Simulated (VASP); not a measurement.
# RbBr (Cm) in VASP: further runs

RbBr is run at these levels: PBE; tasks: single point.

All numbers are computed with VASP 6.6.1; they aren't measurements. Logs are shortened: lines on timing, memory, paths and dates and some standing lists are left out, and cuts for length are marked.

### 1 The cell of the first run

It takes space group Cm (No. 8, monoclinic). Conventional cell: a = 8.396 Å, b = 4.847 Å, c = 4.847 Å, α = 90.00°, β = 125.26°, γ = 90.00°. Within 3.8 Å of Rb (site symmetry m) lie 3 Br at 2.89 to 3.09 Å. Br (site symmetry m) has 3 Rb at 2.89 to 3.09 Å within 3.8 Å.

### 2 Single point, PBE (atom 2 (Br) moved by (-0.600, -0.600) A along [1 1 0] and z)

File INCAR:

```
ALGO = Normal ; EDIFF = 1E-6
ENCUT = 520 ; GGA = PE
ISIF = 2 ; ISMEAR = 0
LASPH = T ; LCHARG = F
LREAL = F ; LWAVE = F
NBANDS = 15 ; NELM = 60
PREC = Accurate ; SIGMA = 0.05
```

File KPOINTS:

```
k-points
0
Gamma
  6 6 6
```

File POSCAR:

```
RbBr
1.0
    0.0000000000      3.4275000000      3.4275000000
    3.4275000000      0.0000000000      3.4275000000
    3.4275000000      3.4275000000      0.0000000000
Rb Br
1 1
Direct
    0.0000000000      0.0000000000      0.0000000000
    0.4124726477      0.4124726477      0.4637449836
```

Potentials or basis: VASP PAW PBE potentials, release 64 (Rb_sv, Br).

The run is started by

```bash
cat potpaw_PBE.64/Rb_sv/POTCAR potpaw_PBE.64/Br/POTCAR > POTCAR
mpirun -np 1 vasp_std > vasp.out
```

OUTCAR:

```text
EDIFF = 1E-6
   ENCUT = 520
   GGA = PE
   ISIF = 2
   ISMEAR = 0
   LASPH = T
   LREAL = F
   NELM = 60
   PREC = Accurate

 ion  position               nearest neighbor table
   1  0.000  0.000  0.000-   2 2.89   2 3.09   2 3.09   2 3.92   2 3.92   2 4.07
   2  0.412  0.412  0.464-   1 2.89   1 3.09   1 3.09   1 3.92   1 3.92   1 4.07

  LATTYP: Found a face centered cubic cell.
 ALAT       =     6.8550000000

  Lattice vectors:

 A1 = (   0.0000000000,   3.4275000000,   3.4275000000)
 A2 = (   3.4275000000,   0.0000000000,   3.4275000000)
 A3 = (   3.4275000000,   3.4275000000,   0.0000000000)

Analysis of symmetry for initial positions (statically):
=====================================================================
 Subroutine PRICEL returns:
 Original cell was already a primitive cell.

 Routine SETGRP: Setting up the symmetry group for a
 face centered cubic supercell.

 Subroutine GETGRP returns: Found  2 space group operations
 (whereof  2 operations were pure point group operations)
 out of a pool of 48 trial point group operations.

The static configuration has the point symmetry C_1h.

Analysis of symmetry for dynamics (positions and initial velocities):
=====================================================================
 Subroutine PRICEL returns:
 Original cell was already a primitive cell.

 Routine SETGRP: Setting up the symmetry group for a
 face centered cubic supercell.

 Subroutine GETGRP returns: Found  2 space group operations
 (whereof  2 operations were pure point group operations)
 out of a pool of 48 trial point group operations.

The dynamic configuration has the point symmetry C_1h.

 Subroutine INISYM returns: Found  2 space group operations
 (whereof  2 operations are pure point group operations),
 and found     1 'primitive' translations

----------------------------------------------------------------------------------------

                                     Primitive cell

  volume of cell :      80.5309

  direct lattice vectors                    reciprocal lattice vectors
     0.000000000  3.427500000  3.427500000    -0.145878920  0.145878920  0.145878920
     3.427500000  0.000000000  3.427500000     0.145878920 -0.145878920  0.145878920
     3.427500000  3.427500000  0.000000000     0.145878920  0.145878920 -0.145878920

  length of vectors
     4.847216985  4.847216985  4.847216985     0.252669702  0.252669702  0.252669702

  position of ions in fractional coordinates (direct lattice)
     0.000000000  0.000000000  0.000000000
     0.412472648  0.412472648  0.463744984

  ion indices of the primitive-cell ions
   primitive index   ion index
                 1           1
[... 80 lines left out ...]
   ISYM   =      2    0-nonsym 1-usesym 2-fastsym
   POTIM  = 0.5000    time-step for ionic-motion
   TEBEG  =    0.0;   TEEND  =   0.0 temperature during run
   PSTRESS=    0.0 pullay stress
   NELECT =      16.0000    total number of electrons
   NUPDOWN=      -1.0000    fix difference up-down
   EMIN   =  10.00;   EMAX   =-10.00  energy-range for DOS
   EFERMI =   0.00;   METHOD = LEGACY
   ISMEAR =     0;   SIGMA  =   0.05  broadening in eV -4-tet -1-fermi 0-gaus
   EFERMI_NEDOS =   21; number of points for ismear=-14 and -15
   IALGO  =     38    algorithm
   IMIX   =      4    mixing-type and parameters
     AMIX     =   0.40;   BMIX     =  1.00
     AMIX_MAG =   1.60;   BMIX_MAG =  1.00
  volume/ion in A,a.u.               =      40.27       271.72
  Fermi-wavevector in a.u.,A,eV,Ry     =   0.955273  1.805204 12.415941  0.912546
  Thomas-Fermi vector in A             =   2.084095
   LORBIT       =      0    0 simple, 1 ext, 2 COOP (PROOUT), +10 PAW based schemes
   GGA     = PE    functional components
   LHFCALC =     F    Hartree Fock is set to
   AEXX    =    0.0000 exact exchange contribution
   IVDW    =     0    specifies the selected vdW correction
   LEPSILON=     F    determine dielectric tensor
   LRPA    =     F    only Hartree local field effects (RPA)
 non-spin polarized calculation
 Gauss-broadening in eV      SIGMA  =   0.05
  energy-cutoff  :      520.00
  volume of cell :       80.53
 maximum number of plane-waves:      2200
   NGX = 17   NGY = 17   NGZ = 17

 number of electron      16.0000000 magnetization

 Free energy of the ion-electron system (eV)
  ---------------------------------------------------
  ext. energy  EPLUGINS =         0.00000000
  ---------------------------------------------------
  free energy    TOTEN  =        -5.62892161 eV

  energy without entropy =       -5.62892161  energy(sigma->0) =       -5.62892161

 E-fermi :  -1.6230     XC(G=0):  -7.1559

 val. band max:       -1.8680470920   @ k =   0.0000   0.0000   0.5000
 cond. band min:       2.5619419727   @ k =   0.0000   0.0000   0.0000
 fundamental gap:      4.4299890647
 Fermi energy:        -1.6229975282

 k-point     1 :       0.0000    0.0000    0.0000
  band No.  band energies     occupation
      1     -26.0481      2.00000
      2     -14.0484      2.00000
      3     -10.2321      2.00000
      4     -10.1692      2.00000
      5     -10.1088      2.00000
      6      -1.9918      2.00000
      7      -1.9193      2.00000
      8      -1.8938      2.00000
      9       2.5619      0.00000
     10       5.5944      0.00000
     11       5.8206      0.00000
     12       6.7512      0.00000
     13       7.0555      0.00000
     14       7.3205      0.00000
[... 401 lines left out ...]
      2     -14.0632      2.00000
      3     -10.2960      2.00000
      4     -10.2327      2.00000
      5     -10.0825      2.00000
      6      -2.5990      2.00000
      7      -2.2332      2.00000
      8      -2.0988      2.00000
      9       5.0833      0.00000
     10       6.1669      0.00000
     11       7.1019      0.00000
     12       7.6317      0.00000
     13       8.0164      0.00000
     14       8.8655      0.00000
     15       8.9069      0.00000

 [... further k-points ...]
[... 5 lines left out ...]
  --------------------------------------------------------------------------------------
  -------------------------------------------------------------------------------------
  Total        1.5470277      1.5470277      3.4818573     -0.3987555     -0.8130760     -0.8130760
  in kB       30.7784168     30.7784168     69.2722284     -7.9333179    -16.1763064    -16.1763061
  external PRESSURE =      43.6096873 kB  Pullay stress =       0.0000000 kB

 VOLUME and BASIS-vectors are now :
 -----------------------------------------------------------------------------
  energy-cutoff  :      520.00
  volume of cell :       80.53
      direct lattice vectors                 reciprocal lattice vectors
     0.000000000  3.427500000  3.427500000    -0.145878920  0.145878920  0.145878920
     3.427500000  0.000000000  3.427500000     0.145878920 -0.145878920  0.145878920
     3.427500000  3.427500000  0.000000000     0.145878920  0.145878920 -0.145878920

 POSITION                                       TOTAL-FORCE (eV/Angst)
 -----------------------------------------------------------------------------------
      0.00000      0.00000      0.00000        -0.339240     -0.339240     -1.105832
      3.00324      3.00324      2.82750         0.339240      0.339240      1.105832
 -----------------------------------------------------------------------------------
    total drift:                               -0.000037     -0.000037     -0.000002

  FREE ENERGIE OF THE ION-ELECTRON SYSTEM (eV)
  ---------------------------------------------------
  free  energy   TOTEN  =        -5.6289216073 eV

  energy  without entropy=       -5.6289216073  energy(sigma->0) =       -5.62892161
```

Run time: 51 s. Hardware: 1 thread of Intel Xeon 6975P-C (Granite Rapids), shared host; peak memory 0.25 GiB.

Results:

```yaml
Free_energy: -5.6289 eV
Pressure: 4.4 GPa
Largest_force: 1.205 eV/Å
Band_gap_on_the_k_mesh: 4.43 eV, indirect (least direct gap 4.46 eV)
```

Forces in eV/Å, atoms in the order of the input:
```
Rb  -0.339 -0.339 -1.106
Br   0.339  0.339  1.106
```

Caveat: the cell differs from its parent crystal (atom 2 (Br) moved by (-0.600, -0.600) A along [1 1 0] and z); forces of over 1 eV/Å act on the atoms, so gaps and moduli don't describe the material at rest.

### 3 Single point, PBE (atom 2 (Br) moved by (-0.600, -0.300) A along [1 1 0] and z)

File INCAR:

```
ALGO     = Normal         # electronic algorithm
EDIFF    = 1E-6           # SCF threshold, eV
ENCUT    = 520            # plane-wave cutoff, eV
GGA      = PE             # functional
ISIF     = 2              # what is computed and relaxed
ISMEAR   = 0              # smearing method
LASPH    = T              # aspherical terms in the spheres
LCHARG   = F              # write CHGCAR
LREAL    = F              # projectors in reciprocal space
LWAVE    = F              # write WAVECAR
NBANDS   = 15             # bands
NELM     = 80             # most SCF steps
PREC     = Accurate       # precision mode
SIGMA    = 0.05           # smearing width, eV
```

KPOINTS is that of step 2.

POSCAR: that of step 2 with these lines changed.

```diff
@@ -9,2 +9,2 @@
     0.0000000000      0.0000000000      0.0000000000
-    0.4124726477      0.4124726477      0.4637449836
+    0.4562363239      0.4562363239      0.4199813075
```

Potentials or basis: VASP PAW PBE potentials, release 64 (Rb_sv, Br).

The run is started by

```bash
cat potpaw_PBE.64/Rb_sv/POTCAR potpaw_PBE.64/Br/POTCAR > POTCAR
mpirun -np 1 vasp_std > vasp.out
```

It took 54 s on 1 thread of Intel Xeon 6975P-C (Granite Rapids), shared host; peak memory 0.25 GiB.

It converged, with:

| Item | Value |
| --- | --- |
| Free energy | -5.8117 eV |
| Pressure | 3.1 GPa |
| Largest force | 0.864 eV/Å |
| Band gap on the k mesh | 4.46 eV, direct |

Forces in eV/Å, atoms in the order of the input:
```
Rb  -0.581 -0.581 -0.267
Br   0.581  0.581  0.267
```

Stress tensor (GPa, compression positive):
```
 3.72 -1.08 -0.65
-1.08  3.72 -0.65
-0.65 -0.65  1.96
```

Levels at points of the mesh, in eV from the valence-band top:
| k point | band 6 | band 7 | band 8 | band 9 | band 10 | band 11 |
| --- | --- | --- | --- | --- | --- | --- |
| (0.00, 0.00, 0.00) | -0.03 | 0.00 | 0.00 | 4.46 | 7.43 | 7.58 |
| (0.50, 0.00, 0.00) | -0.85 | -0.18 | -0.08 | 6.59 | 7.44 | 8.75 |
| (0.00, 0.00, 0.50) | -0.86 | -0.19 | -0.12 | 6.60 | 7.61 | 8.75 |
| (0.50, 0.50, 0.50) | -0.85 | -0.32 | -0.30 | 6.87 | 8.28 | 9.37 |
| (0.50, 0.50, 0.00) | -0.36 | -0.20 | -0.05 | 6.19 | 7.08 | 8.64 |
| (0.00, 0.50, 0.50) | -0.32 | -0.17 | -0.05 | 6.08 | 7.16 | 8.25 |

Caveat: the cell differs from its parent crystal (atom 2 (Br) moved by (-0.600, -0.300) A along [1 1 0] and z).

### 4 Single point, PBE (atom 2 (Br) moved by (-0.300, -0.300) A along [1 1 0] and z)

INCAR: that of step 3 with these lines changed.

```diff
@@ -6,6 +6,8 @@
 ISMEAR   = 0              # smearing method
-LASPH    = T              # aspherical terms in the spheres
-LCHARG   = F              # write CHGCAR
-LREAL    = F              # projectors in reciprocal space
-LWAVE    = F              # write WAVECAR
+LASPH    = True           # aspherical terms in the spheres
+LCHARG   = True           # write CHGCAR
+LELF     = True           # ELF
+LREAL    = False          # projectors in reciprocal space
+LVHAR    = True         
+LWAVE    = False          # write WAVECAR
 NBANDS   = 15             # bands
```

KPOINTS is that of step 3.

POSCAR: that of step 3 with these lines changed.

```diff
@@ -9,2 +9,2 @@
     0.0000000000      0.0000000000      0.0000000000
-    0.4562363239      0.4562363239      0.4199813075
+    0.4562363239      0.4562363239      0.4818724918
```

Potentials or basis: VASP PAW PBE potentials, release 64 (Rb_sv, Br).

The run is started by

```bash
cat potpaw_PBE.64/Rb_sv/POTCAR potpaw_PBE.64/Br/POTCAR > POTCAR
mpirun -np 1 vasp_std > vasp.out
```

OUTCAR:

```text
EDIFF = 1E-6
   ENCUT = 520
   GGA = PE
   ISIF = 2
   ISMEAR = 0
   LASPH = True
   LREAL = False
   NELM = 80
   PREC = Accurate

 ion  position               nearest neighbor table
   1  0.000  0.000  0.000-   2 3.14   2 3.24   2 3.24   2 3.66   2 3.66   2 3.74
   2  0.456  0.456  0.482-   1 3.14   1 3.24   1 3.24   1 3.66   1 3.66   1 3.74

  LATTYP: Found a face centered cubic cell.
 ALAT       =     6.8550000000

  Lattice vectors:

 A1 = (   0.0000000000,   3.4275000000,   3.4275000000)
 A2 = (   3.4275000000,   0.0000000000,   3.4275000000)
 A3 = (   3.4275000000,   3.4275000000,   0.0000000000)

Analysis of symmetry for initial positions (statically):
=====================================================================
 Subroutine PRICEL returns:
 Original cell was already a primitive cell.

 Routine SETGRP: Setting up the symmetry group for a
 face centered cubic supercell.

 Subroutine GETGRP returns: Found  2 space group operations
 (whereof  2 operations were pure point group operations)
 out of a pool of 48 trial point group operations.

The static configuration has the point symmetry C_1h.

[... 166 lines left out ...]

 k-point     1 :       0.0000    0.0000    0.0000
  band No.  band energies     occupation
      1     -26.1328      2.00000
      2     -13.9690      2.00000
      3     -10.2323      2.00000
      4     -10.2224      2.00000
      5     -10.2016      2.00000
      6      -1.8205      2.00000
      7      -1.8147      2.00000
      8      -1.8083      2.00000
      9       2.6000      0.00000
     10       5.5396      0.00000
     11       5.5964      0.00000
     12       5.8627      0.00000
     13       6.5786      0.00000
     14       6.6520      0.00000
[... 401 lines left out ...]
      2     -13.9849      2.00000
      3     -10.2940      2.00000
      4     -10.2549      2.00000
      5     -10.1816      2.00000
      6      -2.5838      2.00000
      7      -2.1470      2.00000
      8      -2.0865      2.00000
      9       5.0334      0.00000
     10       5.8212      0.00000
     11       7.2804      0.00000
     12       7.7489      0.00000
     13       7.8128      0.00000
     14       8.5670      0.00000
     15       9.0877      0.00000

 [... further k-points ...]
[... 5 lines left out ...]
  --------------------------------------------------------------------------------------
  -------------------------------------------------------------------------------------
  Total        0.8013948      0.8013948      1.2509388     -0.1066747     -0.1656593     -0.1656593
  in kB       15.9439065     15.9439065     24.8876715     -2.1223147     -3.2958250     -3.2958250
  external PRESSURE =      18.9251615 kB  Pullay stress =       0.0000000 kB

 VOLUME and BASIS-vectors are now :
 -----------------------------------------------------------------------------
  energy-cutoff  :      520.00
  volume of cell :       80.53
      direct lattice vectors                 reciprocal lattice vectors
     0.000000000  3.427500000  3.427500000    -0.145878920  0.145878920  0.145878920
     3.427500000  0.000000000  3.427500000     0.145878920 -0.145878920  0.145878920
     3.427500000  3.427500000  0.000000000     0.145878920  0.145878920 -0.145878920

 POSITION                                       TOTAL-FORCE (eV/Angst)
 -----------------------------------------------------------------------------------
      0.00000      0.00000      0.00000        -0.246838     -0.246838     -0.423341
      3.21537      3.21537      3.12750         0.246838      0.246838      0.423341
 -----------------------------------------------------------------------------------
    total drift:                               -0.000055     -0.000055     -0.000062

  FREE ENERGIE OF THE ION-ELECTRON SYSTEM (eV)
  ---------------------------------------------------
  free  energy   TOTEN  =        -5.9830908405 eV

  energy  without entropy=       -5.9830908405  energy(sigma->0) =       -5.98309084
```

OSZICAR:

```text
N       E                     dE             d eps       ncg     rms          rms(c)
DAV:   1     0.826850180312E+02    0.82685E+02   -0.65691E+03  2048   0.906E+02
DAV:   2    -0.337181886683E+00   -0.83022E+02   -0.76168E+02  2874   0.163E+02
DAV:   3    -0.605803534752E+01   -0.57209E+01   -0.56925E+01  2753   0.441E+01
DAV:   4    -0.621377097763E+01   -0.15574E+00   -0.15571E+00  3007   0.679E+00
DAV:   5    -0.621531331526E+01   -0.15423E-02   -0.15423E-02  2834   0.607E-01    0.329E+00
DAV:   6    -0.598775406981E+01    0.22756E+00   -0.28416E-01  2663   0.249E+00    0.220E+00
DAV:   7    -0.597038495631E+01    0.17369E-01   -0.13915E-01  2824   0.183E+00    0.103E+00
DAV:   8    -0.598201854969E+01   -0.11634E-01   -0.13946E-02  2113   0.700E-01    0.952E-02
DAV:   9    -0.598263618763E+01   -0.61764E-03   -0.80580E-04  2894   0.153E-01    0.709E-02
DAV:  10    -0.598306733101E+01   -0.43114E-03   -0.48123E-04  2089   0.122E-01    0.177E-02
DAV:  11    -0.598308562058E+01   -0.18290E-04   -0.30735E-05  2698   0.326E-02    0.605E-03
DAV:  12    -0.598309016410E+01   -0.45435E-05   -0.45736E-06  2116   0.150E-02    0.244E-03
DAV:  13    -0.598309084054E+01   -0.67643E-06   -0.14537E-06  2579   0.645E-03
   1 F= -.59830908E+01 E0= -.59830908E+01  d E =-.119509E-12
```

stdout:

```text
POSCAR found type information on POSCAR RbBr
 POSCAR found :  2 types and       2 ions
 scaLAPACK will be used
 LDA part: xc-table for (Slater+PW92), standard interpolation
 POSCAR, INCAR and KPOINTS ok, starting setup
 FFT: planning ... GRIDC
 FFT: planning ... GRID_SOFT
 FFT: planning ... GRID
 WAVECAR not read
 entering main loop
```

Wall time 50 s (1 thread of Intel Xeon 6975P-C (Granite Rapids), shared host); peak memory 0.25 GiB.

Results:

* Free energy: -5.9831 eV
* Pressure: 1.9 GPa
* Largest force: 0.549 eV/Å
* Band gap on the k mesh: 4.41 eV, direct

Forces on the atoms (eV/Å):
```
Rb  -0.247 -0.247 -0.423
Br   0.247  0.247  0.423
```

Caveat: the cell differs from its parent crystal (atom 2 (Br) moved by (-0.300, -0.300) A along [1 1 0] and z).
